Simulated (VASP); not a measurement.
Au: relaxation of cell and atoms with PBE

The system is Au.

```
CELL_PARAMETERS angstrom
0.00000 2.07827 2.07827
2.07827 0.00000 2.07827
2.07827 2.07827 0.00000
ATOMIC_POSITIONS crystal
Au 0.00000 0.00000 0.00000
```

```json
{
  "Program": "VASP 6.6.1",
  "Task": "relaxation of cell and atoms",
  "Functional": "PBE",
  "Potentials or basis": "VASP PAW PBE potentials, release 64 (Au)",
  "Cutoff": "600 eV",
  "k mesh": "18 × 18 × 18",
  "Occupations": "fermi-dirac, width 0.05 eV",
  "Spin": "no spin polarisation",
  "Dipole correction": "no",
  "Further INCAR settings": "ALGO = Normal; EDIFF = 1e-06; IBRION = 2; EDIFFG = -0.005; NSW = 60; ISIF = 3"
}
```

* Pressure after relaxing: 0.0 GPa

Final structure:
```xyz
1
Lattice="0.0000 2.0783 2.0783 2.0783 0.0000 2.0783 2.0783 2.0783 0.0000" Properties=species:S:1:pos:R:3 pbc="T T T"
Au    0.0000    0.0000    0.0000
```

Levels at points of the mesh, in eV from the Fermi level:
```
           k point  band 4  band 5  band 6  band 7  band 8  band 9
(0.00, 0.00, 0.00)   -4.38   -3.00   -3.00   14.63   18.32   18.32
(0.50, 0.00, 0.00)   -1.90   -1.90   -0.67    2.84   14.07   16.78
(0.50, 0.50, 0.00)   -1.61   -1.61    1.21    5.41    9.90    9.90
```

Run time: 8.8 s on 1 thread of Intel(R) Xeon(R) 6975P-C (Granite Rapids), on a shared host, peak memory 0.17 GiB.

Caveat: the relaxation stopped at its first step, so nothing moved; spin-orbit coupling is left out, which moves the levels of the heavy elements.
